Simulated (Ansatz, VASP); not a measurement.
# Si: VASP beside Ansatz

The input INCAR:

```
PREC = Accurate ; ENCUT = 500
EDIFF = 1E-6 ; ISMEAR = 0
SIGMA = 0.01 ; LREAL = F
LASPH = T ; NELM = 120
ALGO = Normal ; ISIF = 2
LWAVE = F ; LCHARG = F
GGA = PS ; NBANDS = 11
GGA_COMPAT = F
```

Contents of KPOINTS:

```
Automatic mesh
0
Gamma
  10 10 10
```

Contents of POSCAR:

```
Si
1.0
    0.0000000000      2.7168304308      2.7168304308
    2.7168304308      0.0000000000      2.7168304308
    2.7168304308      2.7168304308      0.0000000000
Si
2
Direct
    0.0000000000      0.0000000000      0.0000000000
    0.2500000000      0.2500000000      0.2500000000
```

Input for Ansatz:

```yaml
crystal:
  lattice:
    - [0.0, 2.7168304308, 2.7168304308]
    - [2.7168304308, 0.0, 2.7168304308]
    - [2.7168304308, 2.7168304308, 0.0]
  atoms:
    - { symbol: Si, position: [0.0, 0.0, 0.0] }
    - { symbol: Si, position: [0.25, 0.25, 0.25] }
basis:
  ecutwfc: 420
kpoints:
  mp_grid: { grid: [10, 10, 10] }
  band_path:
    path:
      - [0.0, 0.0, 0.0]
      - [0.0, 0.0, 0.0]
      - [0.4224046253, 0.4224046253, 0.0]
      - [0.5, 0.5, 0.5]
      - [0.0051887639, 0.0051887639, 0.0]
      - [-0.0051887639, -0.0051887639, 0.0]
      - [0.0059914685, 0.0059914685, 0.0059914685]
      - [-0.0059914685, -0.0059914685, -0.0059914685]
      - [0.0051887639, 0.0051887639, 0.0]
      - [-0.0051887639, -0.0051887639, 0.0]
      - [0.4275933892, 0.4275933892, 0.0]
      - [0.4172158613, 0.4172158613, 0.0]
      - [0.4224046253, 0.4275933892, 0.0051887639]
      - [0.4224046253, 0.4172158613, -0.0051887639]
      - [0.5059914685, 0.5059914685, 0.5059914685]
      - [0.4940085315, 0.4940085315, 0.4940085315]
      - [0.4963309899, 0.5036690101, 0.5]
      - [0.5036690101, 0.4963309899, 0.5]
    npoints: 1
hamiltonian:
  xc: pbesol
scf:
  occupations: { method: fixed }
  n_extra_bands: 5
output:
  forces: true
  stress: true
  eigenvalues: true
```

Alike in both runs: task single point; functional PBEsol; k mesh 10 × 10 × 10; no spin polarisation.

|  | VASP | Ansatz |
| --- | --- | --- |
| version | VASP 6.6.1 | Ansatz 0.2.0 |
| potentials or method | VASP PAW PBE potentials, release 64 (Si), cutoff 500 eV | scalar-relativistic, plane waves, PAW |
| occupations | gaussian, width 0.01 eV | fixed |
| valence electrons in the cell | 8 | 8 |

|  | VASP | Ansatz | Ansatz less VASP |
| --- | --- | --- | --- |
| gap on the k mesh at the Fermi level (eV) | 0.47 | 0.47 | +0.005 |
| least direct gap on the mesh (eV) | 2.52 | 2.52 | +0.003 |
| pressure (GPa) | 0.1 | 0.0 | -0.11 |

VASP's potentials were made for PBE, not for PBEsol.
